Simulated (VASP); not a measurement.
Wanted: the native input for a VASP 6.6.1 run.

- Task: single point
- Functional: PBEsol
- Potentials or basis: VASP PAW PBE potentials, release 64 (Ti_sv)
- Cutoff: 550 eV
- k mesh: 9 × 7 × 15
- Occupations: gaussian, width 0.1 eV
- Spin: no spin polarisation
- Dipole correction: no
- Second try: not_converged
- Further INCAR settings: ALGO = All; EDIFF = 1e-06; NBANDS = 25; ISYM = 0

The structure of Ti lies in POSCAR:

```
Ti
1.0
    4.5152900557      0.0000000000      0.0000000000
   -2.2576450279      4.8087554628      0.0000000000
    0.0000000000     -1.6289549232      2.2759067960
Ti
3
Direct
    0.0000000000      0.0000000000      0.0000000000
    0.6666666667      0.3333333333      0.8333333333
    0.3333333333      0.6666666667      0.1666666667
```

This isn't the form of Ti at room conditions, which is hcp.

The input as run:

INCAR

```
PREC = Accurate ; ENCUT = 550
EDIFF = 1E-6 ; ISMEAR = 0
SIGMA = 0.1 ; LREAL = False
LASPH = True ; NELM = 300
ALGO = All ; ISIF = 2
LWAVE = False ; LCHARG = False
GGA = PS ; ISYM = 0
NBANDS = 25 ; GGA_COMPAT = False
ISEARCH = 1 ; KPAR = 4
```

KPOINTS

```
Automatic mesh
0
Gamma
  9 7 15
```

Potentials or basis: VASP PAW PBE potentials, release 64 (Ti_sv).

The run is started by

```console
$ cat potpaw_PBE.64/Ti_sv/POTCAR > POTCAR
$ mpirun -np 4 vasp_std > vasp.out
```

It gave:

```json
{
 "Pressure": "-0.2 GPa",
 "Band gap on the k mesh": "zero (bands 18 and 19 overlap by 0.34 eV)"
}
```

Caveat: the PAW data sets were made with another functional, which shifts forces and pressure a little.

It took 3.5 min on 4 MPI ranks on Intel(R) Xeon(R) Platinum 8488C (Sapphire Rapids) (shared host), peak memory 1.1 GiB a rank.
